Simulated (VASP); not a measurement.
# NaCdIn (P-6m2) in VASP: a series of runs

NaCdIn is run at these levels: PBE; tasks: single point.

Program: VASP 6.6.1. These are calculated values, not measurements. Logs are shortened: lines on timing, memory, paths and dates and some standing lists are left out, and cuts for length are marked.

### Step 1. The cell of the first run

The structure is hexagonal, space group P-6m2 (No. 187). The conventional cell has a = 5.102 Å, b = 5.102 Å, c = 3.350 Å, α = 90.00°, β = 90.00°, γ = 120.00°. Na (site symmetry -6m2) has 2 Na at 3.35 Å and 6 Cd at 3.39 Å and 6 In at 3.39 Å within 4.4 Å. Cd (site symmetry -6m2) has 3 In at 2.95 Å and 2 Cd at 3.35 Å and 6 Na at 3.39 Å within 3.9 Å. Within 3.9 Å of In (site symmetry -6m2) lie 3 Cd at 2.95 Å and 2 In at 3.35 Å and 6 Na at 3.39 Å.

### Step 2. Single point, PBE (25.18 Å³/atom)

The input, INCAR:

```
SYSTEM = NaCdIn
ALGO = Fast ; EDIFF = 1E-6
ENCUT = 520 ; GGA = PE
ISIF = 2 ; ISMEAR = 0
LASPH = .TRUE. ; LCHARG = .FALSE.
LREAL = .FALSE. ; LWAVE = .FALSE.
NBANDS = 23 ; NELM = 100
PREC = Accurate ; SIGMA = 0.1
```

The input, KPOINTS:

```
k-points
0
G
  12 12 14
  0 0 0
```

The input, POSCAR:

```
NaCdIn
1.0
    5.1020954422      0.0000000028      0.0000000000
   -2.5510477235      4.4185442641      0.0000000000
    0.0000000000      0.0000000000      3.3504490031
Na Cd In
1 1 1
Direct
    0.0000000000      0.0000000000      0.0000000000
    0.6666666667      0.3333333333      0.5000000000
    0.3333333333      0.6666666667      0.5000000000
```

Potentials or basis: VASP PAW PBE potentials, release 64 (Na_pv, Cd, In_d).

Run with:

```console
> cat potpaw_PBE.64/Na_pv/POTCAR potpaw_PBE.64/Cd/POTCAR potpaw_PBE.64/In_d/POTCAR > POTCAR
> mpirun -np 1 vasp_std > vasp.out
```

OUTCAR:

```text
SYSTEM = NaCdIn
   EDIFF = 1E-6
   ENCUT = 520
   GGA = PE
   ISIF = 2
   ISMEAR = 0
   LASPH = .TRUE.
   LREAL = .FALSE.
   NELM = 100
   PREC = Accurate

 ion  position               nearest neighbor table
   1  0.000  0.000  0.000-   3 3.39   3 3.39   3 3.39   3 3.39   3 3.39   3 3.39
   2  0.667  0.333  0.500-   3 2.95   3 2.95   3 2.95
   3  0.333  0.667  0.500-   2 2.95   2 2.95   2 2.95   1 3.39   1 3.39   1 3.39   1 3.39   1 3.39
                             1 3.39

  LATTYP: Found a hexagonal cell.
 ALAT       =     5.1020954422
 C/A-ratio  =     0.6566809737

  Lattice vectors:

 A1 = (   5.1020954422,   0.0000000028,   0.0000000000)
 A2 = (  -2.5510477235,   4.4185442641,   0.0000000000)
 A3 = (   0.0000000000,   0.0000000000,   3.3504490031)

Analysis of symmetry for initial positions (statically):
=====================================================================
 Subroutine PRICEL returns:
 Original cell was already a primitive cell.

 Routine SETGRP: Setting up the symmetry group for a
 hexagonal supercell.

 Subroutine GETGRP returns: Found 12 space group operations
 (whereof 12 operations were pure point group operations)
 out of a pool of 24 trial point group operations.

The static configuration has the point symmetry D_3h.

Analysis of symmetry for dynamics (positions and initial velocities):
=====================================================================
 Subroutine PRICEL returns:
 Original cell was already a primitive cell.

 Routine SETGRP: Setting up the symmetry group for a
 hexagonal supercell.

 Subroutine GETGRP returns: Found 12 space group operations
 (whereof 12 operations were pure point group operations)
 out of a pool of 24 trial point group operations.

The dynamic configuration has the point symmetry D_3h.

 Subroutine INISYM returns: Found 12 space group operations
 (whereof 12 operations are pure point group operations),
 and found     1 'primitive' translations

----------------------------------------------------------------------------------------

                                     Primitive cell

  volume of cell :      75.5320

  direct lattice vectors                    reciprocal lattice vectors
     5.102095442  0.000000003  0.000000000     0.195997901  0.113159441  0.000000000
    -2.551047723  4.418544264  0.000000000    -0.000000000  0.226318882  0.000000000
     0.000000000  0.000000000  3.350449003     0.000000000  0.000000000  0.298467459

  length of vectors
     5.102095442  5.102095442  3.350449003     0.226318882  0.226318882  0.298467459

  position of ions in fractional coordinates (direct lattice)
     0.000000000  0.000000000  0.000000000
     0.666666667  0.333333333  0.500000000
     0.333333333  0.666666667  0.500000000

  ion indices of the primitive-cell ions
   primitive index   ion index
                 1           1
                 2           2
                 3           3

----------------------------------------------------------------------------------------

 KPOINTS: k-points

Automatic generation of k-mesh.
 Grid dimensions read from file:
 generate k-points for:   12   12   14

 Generating k-lattice:

  Cartesian coordinates                     Fractional coordinates (reciprocal lattice)
     0.016333158  0.009429953  0.000000000     0.083333333  0.000000000  0.000000000
    -0.000000000  0.018859907  0.000000000     0.000000000  0.083333333  0.000000000
     0.000000000  0.000000000  0.021319104     0.000000000  0.000000000  0.071428571

  Length of vectors
     0.018859907  0.018859907  0.021319104

  Shift w.r.t. Gamma in fractional coordinates (k-lattice)
     0.000000000  0.000000000  0.000000000

 Subroutine IBZKPT returns following result:
 ===========================================

 Found    152 irreducible k-points:

 Following reciprocal coordinates:
            Coordinates               Weight
  0.000000  0.000000  0.000000      1.000000
  0.083333  0.000000  0.000000      6.000000
  0.166667  0.000000  0.000000      6.000000
  0.250000  0.000000  0.000000      6.000000
  0.333333  0.000000  0.000000      6.000000
  0.416667  0.000000  0.000000      6.000000
[... 16 lines left out ...]
  0.250000  0.000000  0.071429     12.000000
  0.333333  0.000000  0.071429     12.000000
 [... further k-points ...]
   k-points           NKPTS =    152   k-points in BZ     NKDIM =    152   number of bands    NBANDS=     23
   number of dos      NEDOS =    301   number of ions     NIONS =      3
   total plane-waves  NPLWV =  44800
   dimension x,y,z NGX =    40 NGY =   40 NGZ =   28
   dimension x,y,z NGXF=    80 NGYF=   80 NGZF=   56
   ions per type =               1   1   1
   NGX,Y,Z   is equivalent  to a cutoff of  13.03, 13.03, 13.89 a.u.
   NGXF,Y,Z  is equivalent  to a cutoff of  26.07, 26.07, 27.79 a.u.
 SYSTEM =  NaCdIn
   PREC   = accura    normal or accurate (medium, high low for compatibility)
   ISTART =      0    job   : 0-new  1-cont  2-samecut
   ICHARG =      2    charge: 1-file 2-atom 10-const
   ISPIN  =      1    spin polarized calculation?
   LNONCOLLINEAR =      F non collinear calculations
   LSORBIT =      F    spin-orbit coupling
   LASPH  =      T    aspherical Exc in radial PAW
   ENCUT  =  520.0 eV  38.22 Ry    6.18 a.u.   9.49  9.49  6.23*2*pi/ulx,y,z
   NELM   =    100;   NELMIN=  2; NELMDL= -5     # of ELM steps
   EDIFF  = 0.1E-05   stopping-criterion for ELM
   LREAL  =      F    real-space projection
   EDIFFG = 0.1E-04   stopping-criterion for IOM
   NSW    =      0    number of steps for IOM
   IBRION =     -1    ionic relax: 0-MD 1-quasi-New 2-CG
   NFREE  =      0    steps in history (QN), initial steepest desc. (CG)
   ISIF   =      2    stress and relaxation
   ISYM   =      2    0-nonsym 1-usesym 2-fastsym
   POTIM  = 0.5000    time-step for ionic-motion
   TEBEG  =    0.0;   TEEND  =   0.0 temperature during run
   PSTRESS=    0.0 pullay stress
   NELECT =      32.0000    total number of electrons
   NUPDOWN=      -1.0000    fix difference up-down
   EMIN   =  10.00;   EMAX   =-10.00  energy-range for DOS
   EFERMI =   0.00;   METHOD = LEGACY
   ISMEAR =     0;   SIGMA  =   0.10  broadening in eV -4-tet -1-fermi 0-gaus
   EFERMI_NEDOS =   21; number of points for ismear=-14 and -15
   IALGO  =     68    algorithm
   IMIX   =      4    mixing-type and parameters
     AMIX     =   0.40;   BMIX     =  1.00
     AMIX_MAG =   1.60;   BMIX_MAG =  1.00
  volume/ion in A,a.u.               =      25.18       169.90
  Fermi-wavevector in a.u.,A,eV,Ry     =   1.229555  2.323522 20.569356  1.511805
  Thomas-Fermi vector in A             =   2.364438
   LORBIT       =      0    0 simple, 1 ext, 2 COOP (PROOUT), +10 PAW based schemes
   GGA     = PE    functional components
   LHFCALC =     F    Hartree Fock is set to
   AEXX    =    0.0000 exact exchange contribution
   IVDW    =     0    specifies the selected vdW correction
   LEPSILON=     F    determine dielectric tensor
   LRPA    =     F    only Hartree local field effects (RPA)
 non-spin polarized calculation
 RMM-DIIS sequential band-by-band and
 Gauss-broadening in eV      SIGMA  =   0.10
  energy-cutoff  :      520.00
  volume of cell :       75.53
 maximum number of plane-waves:      2059
 NGX is ok and might be reduce to    40
   NGX = 19   NGY = 19   NGZ = 13

 number of electron      31.9999987 magnetization

 Free energy of the ion-electron system (eV)
  ---------------------------------------------------
  ext. energy  EPLUGINS =         0.00000000
  ---------------------------------------------------
  free energy    TOTEN  =        -5.02772501 eV

  energy without entropy =       -5.02211937  energy(sigma->0) =       -5.02492219

 E-fermi :   3.6968     XC(G=0):  -9.4033

 val. band max:        3.6913833606   @ k =   0.2500   0.1667   0.4286
 cond. band min:       3.6999405581   @ k =   0.1667   0.1667   0.3571
 fundamental gap:      0.0085571975
 Fermi energy:         3.6967836904

 k-point     1 :       0.0000    0.0000    0.0000
  band No.  band energies     occupation
      1     -20.8149      2.00000
      2     -20.8149      2.00000
      3     -20.8068      2.00000
      4     -10.9681      2.00000
      5     -10.8017      2.00000
      6     -10.8017      2.00000
[... 15 lines left out ...]
     22      12.3751      0.00000
     23      15.9108      0.00000

 k-point     2 :       0.0833    0.0000    0.0000
  band No.  band energies     occupation
      1     -20.8150      2.00000
      2     -20.8149      2.00000
      3     -20.8068      2.00000
      4     -10.9677      2.00000
      5     -10.8027      2.00000
      6     -10.8017      2.00000
[... 15 lines left out ...]
     22      12.4134      0.00000
     23      15.6368      0.00000

 k-point     3 :       0.1667    0.0000    0.0000
  band No.  band energies     occupation
      1     -20.8152      2.00000
      2     -20.8149      2.00000
      3     -20.8068      2.00000
      4     -10.9665      2.00000
      5     -10.8053      2.00000
      6     -10.8018      2.00000
[... 15 lines left out ...]
     22      12.5289      0.00000
     23      14.9853      0.00000

 k-point     4 :       0.2500    0.0000    0.0000
  band No.  band energies     occupation
      1     -20.8155      2.00000
      2     -20.8150      2.00000
      3     -20.8068      2.00000
      4     -10.9649      2.00000
      5     -10.8090      2.00000
      6     -10.8019      2.00000
[... 15 lines left out ...]
     22      12.7238      0.00000
     23      14.2178      0.00000

 k-point     5 :       0.3333    0.0000    0.0000
  band No.  band energies     occupation
      1     -20.8158      2.00000
      2     -20.8150      2.00000
      3     -20.8068      2.00000
      4     -10.9633      2.00000
      5     -10.8127      2.00000
      6     -10.8020      2.00000
[... 15 lines left out ...]
     22      13.0036      0.00000
     23      13.4861      0.00000

 k-point     6 :       0.4167    0.0000    0.0000
  band No.  band energies     occupation
      1     -20.8161      2.00000
      2     -20.8151      2.00000
      3     -20.8068      2.00000
      4     -10.9621      2.00000
      5     -10.8155      2.00000
      6     -10.8020      2.00000
[... 15 lines left out ...]
     22      12.7644      0.00000
     23      12.9384      0.00000

 k-point     7 :       0.5000    0.0000    0.0000
  band No.  band energies     occupation
      1     -20.8162      2.00000
      2     -20.8151      2.00000
      3     -20.8068      2.00000
      4     -10.9617      2.00000
      5     -10.8165      2.00000
      6     -10.8021      2.00000
[... 353 lines left out ...]
     22      13.3622      0.00000
     23      15.2624      0.00000

 k-point    21 :       0.0833    0.0000    0.0714
  band No.  band energies     occupation
      1     -20.8146      2.00000
      2     -20.8146      2.00000
      3     -20.8097      2.00000
      4     -10.9538      2.00000
      5     -10.8019      2.00000
      6     -10.8010      2.00000
[... 15 lines left out ...]
     22      13.3920      0.00000
     23      14.7532      0.00000

 k-point    22 :       0.1667    0.0000    0.0714
  band No.  band energies     occupation
      1     -20.8149      2.00000
      2     -20.8146      2.00000
      3     -20.8097      2.00000
      4     -10.9526      2.00000
      5     -10.8045      2.00000
      6     -10.8011      2.00000
[... 15 lines left out ...]
     22      13.4525      0.00000
     23      13.9835      0.00000

 k-point    23 :       0.2500    0.0000    0.0714
  band No.  band energies     occupation
      1     -20.8152      2.00000
      2     -20.8146      2.00000
      3     -20.8097      2.00000
      4     -10.9509      2.00000
      5     -10.8082      2.00000
      6     -10.8012      2.00000
[... 15 lines left out ...]
     22      13.0391      0.00000
     23      13.7431      0.00000

 k-point    24 :       0.3333    0.0000    0.0714
  band No.  band energies     occupation
      1     -20.8155      2.00000
      2     -20.8147      2.00000
      3     -20.8097      2.00000
      4     -10.9493      2.00000
      5     -10.8119      2.00000
      6     -10.8013      2.00000
[... 15 lines left out ...]
     22      12.3526      0.00000
     23      13.9208      0.00000

 [... further k-points ...]
[... 5 lines left out ...]
  --------------------------------------------------------------------------------------
  -------------------------------------------------------------------------------------
  Total        0.4166147      0.4166147      0.4195265      0.0000000     -0.0000000     -0.0000000
  in kB        8.8371942      8.8371942      8.8989580      0.0000000     -0.0000000     -0.0000000
  external PRESSURE =       8.8577821 kB  Pullay stress =       0.0000000 kB

 VOLUME and BASIS-vectors are now :
 -----------------------------------------------------------------------------
  energy-cutoff  :      520.00
  volume of cell :       75.53
      direct lattice vectors                 reciprocal lattice vectors
     5.102095442  0.000000003  0.000000000     0.195997901  0.113159441  0.000000000
    -2.551047723  4.418544264  0.000000000    -0.000000000  0.226318882  0.000000000
     0.000000000  0.000000000  3.350449003     0.000000000  0.000000000  0.298467459

 POSITION                                       TOTAL-FORCE (eV/Angst)
 -----------------------------------------------------------------------------------
      0.00000      0.00000      0.00000        -0.000000      0.000000      0.000000
      2.55105      1.47285      1.67522        -0.000000      0.000000      0.000000
     -0.00000      2.94570      1.67522         0.000000     -0.000000      0.000000
 -----------------------------------------------------------------------------------
    total drift:                                0.000000     -0.000000      0.000000

  FREE ENERGIE OF THE ION-ELECTRON SYSTEM (eV)
  ---------------------------------------------------
  free  energy   TOTEN  =        -5.0277250091 eV

  energy  without entropy=       -5.0221193674  energy(sigma->0) =       -5.02492219
```

Run time: 4.5 min. Hardware: 1 thread of Oxide Virtual Turin-like, shared host; peak memory 0.38 GiB.

Results:

```yaml
Free_energy: -5.0277 eV
Pressure: 0.9 GPa
Band_gap_on_the_k_mesh: zero (bands 16 and 17 overlap by 3.05 eV)
```

Levels at points of the mesh, in eV from the Fermi level:
| k point | band 13 | band 14 | band 15 | band 16 | band 17 | band 18 | band 19 | band 20 |
| --- | --- | --- | --- | --- | --- | --- | --- | --- |
| (0.00, 0.00, 0.00) | -8.62 | -7.84 | -0.35 | 0.05 | 0.05 | 2.31 | 2.31 | 3.67 |
| (0.50, 0.00, 0.00) | -8.61 | -6.38 | -4.94 | -1.36 | 0.14 | 6.47 | 6.87 | 6.95 |
| (0.00, 0.00, 0.50) | -8.66 | -4.94 | -2.89 | 2.31 | 2.31 | 2.93 | 2.99 | 4.61 |
| (0.50, 0.00, 0.50) | -8.55 | -3.83 | -2.22 | -1.50 | 0.07 | 0.74 | 2.88 | 4.36 |

Caveat: spin-orbit coupling is left out, which moves the levels of the heavy elements.

### Step 3. Single point, PBE

This run uses another cell than the first one, of 25.96 Å³/atom.

The input, INCAR:

```
ALGO     = Fast           # electronic algorithm
EDIFF    = 1E-6           # SCF threshold, eV
ENCUT    = 520            # plane-wave cutoff, eV
GGA      = PE             # functional
ISIF     = 2              # what is computed and relaxed
ISMEAR   = 0              # smearing method
LASPH    = True           # aspherical terms in the spheres
LCHARG   = False          # write CHGCAR
LREAL    = False          # projectors in reciprocal space
LWAVE    = False          # write WAVECAR
NBANDS   = 23             # bands
NELM     = 100            # most SCF steps
PREC     = Accurate       # precision mode
SIGMA    = 0.1            # smearing width, eV
```

The input, KPOINTS:

```
k-points
0
Gamma
  12 12 14
```

The input, POSCAR:

```
NaCdIn
1.0
    5.1394625498      0.0000000028      0.0000000000
   -2.5697312773      4.4509051285      0.0000000000
    0.0000000000      0.0000000000      3.4040272108
Na Cd In
1 1 1
Direct
    0.0000000000      0.0000000000      0.0000000000
    0.6666666667      0.3333333333      0.5000000000
    0.3333333333      0.6666666667      0.5000000000
```

Potentials or basis: VASP PAW PBE potentials, release 64 (Na_pv, Cd, In_d).

Run with:

```console
> cat potpaw_PBE.64/Na_pv/POTCAR potpaw_PBE.64/Cd/POTCAR potpaw_PBE.64/In_d/POTCAR > POTCAR
> mpirun -np 1 vasp_std > vasp.out
```

Run time: 4.6 min. Hardware: 1 thread of Oxide Virtual Turin-like, shared host; peak memory 0.38 GiB.

It converged, with:

| Item | Value |
| --- | --- |
| Free energy | -5.0349 eV |
| Pressure | 0.1 GPa |
| Band gap on the k mesh | zero (bands 16 and 17 overlap by 2.97 eV) |

Stress tensor (GPa, compression positive):
```
0.13 0.00 0.00
0.00 0.13 0.00
0.00 0.00 0.03
```

Levels at points of the mesh, in eV from the Fermi level:
| k point | band 12 | band 13 | band 14 | band 15 | band 16 | band 17 | band 18 | band 19 | band 20 | band 21 |
| --- | --- | --- | --- | --- | --- | --- | --- | --- | --- | --- |
| (0.00, 0.00, 0.00) | -8.60 | -8.60 | -7.68 | -0.37 | 0.10 | 0.10 | 2.32 | 2.32 | 3.62 | 5.37 |
| (0.50, 0.00, 0.00) | -8.60 | -8.59 | -6.27 | -4.82 | -1.28 | 0.15 | 6.44 | 6.58 | 6.86 | 7.32 |
| (0.00, 0.00, 0.50) | -8.78 | -8.63 | -4.96 | -2.80 | 2.24 | 2.24 | 2.71 | 3.00 | 4.55 | 4.55 |
| (0.50, 0.00, 0.50) | -8.71 | -8.54 | -3.87 | -2.25 | -1.43 | 0.11 | 0.72 | 2.76 | 4.29 | 4.87 |

Caveat: spin-orbit coupling is left out, which moves the levels of the heavy elements.

(Part 1 of 2 ends here.)
